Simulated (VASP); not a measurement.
## Ti: single point with PBEsol

Crystal: Ti.

```
Ti
1.0
     2.90220    0.00000    0.00000
    -1.45110    2.51338    0.00000
     0.00000    0.00000    4.60204
Ti
2
Direct
  0.33333 0.66667 0.25000
  0.66667 0.33333 0.75000
```

| Quantity | Value |
| --- | --- |
| Program | VASP 6.6.1 |
| Task | single point |
| Functional | PBEsol |
| Potentials or basis | VASP PAW PBE potentials, release 64 (Ti_sv) |
| Cutoff | 520 eV |
| k mesh | 18 × 18 × 10 |
| Occupations | fermi-dirac, width 0.15 eV |
| Spin | no spin polarisation |
| Dipole correction | no |
| Further INCAR settings | ALGO = Fast; EDIFF = 1e-07; NBANDS = 19 |

| Quantity | Value |
| --- | --- |
| Pressure | -0.4 GPa |
| Band gap on the k mesh | zero (bands 12 and 13 overlap by 1.12 eV) |

Levels at points of the mesh, in eV from the Fermi level:
| k point | band 9 | band 10 | band 11 | band 12 | band 13 | band 14 | band 15 | band 16 |
| --- | --- | --- | --- | --- | --- | --- | --- | --- |
| (0.00, 0.00, 0.00) | -6.25 | -2.73 | 0.84 | 0.84 | 0.92 | 0.97 | 1.36 | 1.36 |
| (0.50, 0.00, 0.00) | -2.35 | -2.22 | -1.89 | -0.53 | 0.54 | 0.71 | 1.28 | 3.56 |
| (0.00, 0.00, 0.50) | -4.34 | -4.34 | 0.14 | 0.14 | 0.74 | 0.74 | 0.74 | 0.74 |
| (0.50, 0.00, 0.50) | -2.60 | -2.60 | -0.81 | -0.81 | 1.48 | 1.48 | 1.85 | 1.85 |

Run time: 9.8 min on 1 thread of Intel Xeon 8259CL (shared host), peak memory 0.25 GiB.

Caveat: the PAW data sets were made with another functional, which shifts forces and pressure a little.
